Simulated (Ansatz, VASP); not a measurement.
One calculation of MgO, two programs

POSCAR

```
MgO
1.0
    3.3868637024      0.0000000000      0.0000000000
   -1.6934318512      2.9331100054      0.0000000000
    0.0000000000      0.0000000000      5.1853974035
Mg O
2 2
Direct
    0.3333333333      0.6666666667     -0.0086890121
    0.6666666667      0.3333333333      0.4913109879
    0.3333333333      0.6666666667      0.3836890121
    0.6666666667      0.3333333333      0.8836890121
```

The input INCAR.step1:

```
SYSTEM = MgO
  PREC = Accurate
  ENCUT = 520
  ISMEAR = 0
  SIGMA = 0.01
  LREAL = .FALSE.
  LASPH = .TRUE.
  NELM = 100
  NBANDS = 16
  GGA = PE
  ALGO = Normal
  EDIFF = 1E-4
  LWAVE = .TRUE.
  LCHARG = .FALSE.
```

INCAR.step2

```
SYSTEM = MgO
  PREC = Accurate
  ENCUT = 520
  EDIFF = 1E-6
  ISMEAR = 0
  SIGMA = 0.01
  LREAL = .FALSE.
  LASPH = .TRUE.
  NELM = 100
  ALGO = Normal
  ISIF = 2
  LWAVE = .FALSE.
  LCHARG = .FALSE.
  METAGGA = R2SCAN
  LMIXTAU = .TRUE.
  NBANDS = 16
  ISTART = 1
```

Contents of KPOINTS:

```
regular mesh
0
G
  12 12 6
  0 0 0
```

Input for Ansatz:

```yaml
crystal:
  lattice:
    - [3.3868637024, 0.0, 0.0]
    - [-1.6934318512, 2.9331100054, 0.0]
    - [0.0, 0.0, 5.1853974035]
  atoms:
    - { symbol: Mg, position: [0.3333333333, 0.6666666667, -0.0086890121] }
    - { symbol: Mg, position: [0.6666666667, 0.3333333333, 0.4913109879] }
    - { symbol: O, position: [0.3333333333, 0.6666666667, 0.3836890121] }
    - { symbol: O, position: [0.6666666667, 0.3333333333, 0.8836890121] }
kpoints:
  mp_grid: { grid: [12, 12, 6] }
  band_path:
    path:
      - [0.0, 0.0, 0.0]
      - [0.5, 0.0, 0.0]
      - [0.3333333333, 0.3333333333, 0.0]
      - [0.0, 0.0, 0.5]
      - [0.5, 0.0, 0.5]
      - [0.3333333333, 0.3333333333, 0.5]
    npoints: 1
hamiltonian:
  xc: r2scan
scf:
  occupations: { method: fixed }
  n_extra_bands: 5
output:
  forces: true
  stress: true
  eigenvalues: true
```

Change from the starting cell: hydrostatic strain +3.0%.

Alike in both runs: task single point; functional r2SCAN; k mesh 12 × 12 × 6; no spin polarisation.

|  | VASP | Ansatz |
| --- | --- | --- |
| version | VASP 6.6.1 | Ansatz 0.2.0 |
| potentials or method | VASP PAW PBE potentials, release 64 (Mg, O) | plane waves, PAW |
| plane-wave cutoff (eV) | 520 | 500 |
| occupations | gaussian, width 0.01 eV | fixed |
| valence electrons in the cell | 16 | 32 |

```csv
,VASP,Ansatz,Ansatz less VASP
gap on the k mesh at the Fermi level (eV),3.73,3.74,+0.015
pressure (GPa),-10.0,-9.3,+0.62
"traceless stress, the component that is largest in VASP (GPa)",1.38,1.32,-0.061
```

VASP's potentials were made for PBE, not for r2SCAN. VASP's potentials hold 16 valence electrons a cell and Ansatz's 32, so a difference there can come from the potentials and not from the codes.
